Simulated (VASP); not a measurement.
Runs of VASP 6.6.1 on Ga4ICl3. The structure is that of space group Im-3m (No. 229), or close to it. The cells are those of the table. 

| task | level | cell | k mesh | cutoff (eV) | smearing | gap on the mesh (eV) | pressure (GPa) |
| --- | --- | --- | --- | --- | --- | --- | --- |
| relaxation of cell and atoms | PBE | relaxed from a = 6.028 Å, angles 109.5°, 8 atoms | 4 × 4 × 4 | 600 | gaussian 0.1 eV | (b) | -0.2 |
| single point | PBE | a = 6.539 Å, angles 109.5°, 8 atoms | 4 × 4 × 4 | 520 | gaussian 0.1 eV | (a) | 0.2 |
| single point | PBE | a = 6.028 Å, angles 109.5°, 8 atoms | 4 × 4 × 4 | 520 | gaussian 0.1 eV | 0.25 | 10.0 |
| single point | PBE | a = 6.554 Å, angles 109.5°, 8 atoms | 6 × 6 × 6 | 520 | gaussian 0.02 eV | 1.21 | 0.0 |
| single point | PBEsol | a = 6.554 Å, angles 109.5°, 8 atoms | 6 × 6 × 6 | 520 | gaussian 0.02 eV | 1.09 | -2.4 |

Alike in all rows: potentials or basis VASP PAW PBE potentials, release 64 (Ga_d, I, Cl); no spin polarisation.

Question: Fill in the values left out.

Answer: (a) 1.18; (b) 1.24.

Caveats: spin-orbit coupling is left out, which moves the levels of the heavy elements; the cell stands under pressure (at least some runs); semilocal functionals underestimate gaps, and a narrow one can read as zero (at least some runs); the PAW data sets were made with another functional, which shifts forces and pressure a little (at least some runs).

A k mesh can miss the band edges, and the runs leave out spin-orbit coupling on Ga, I.
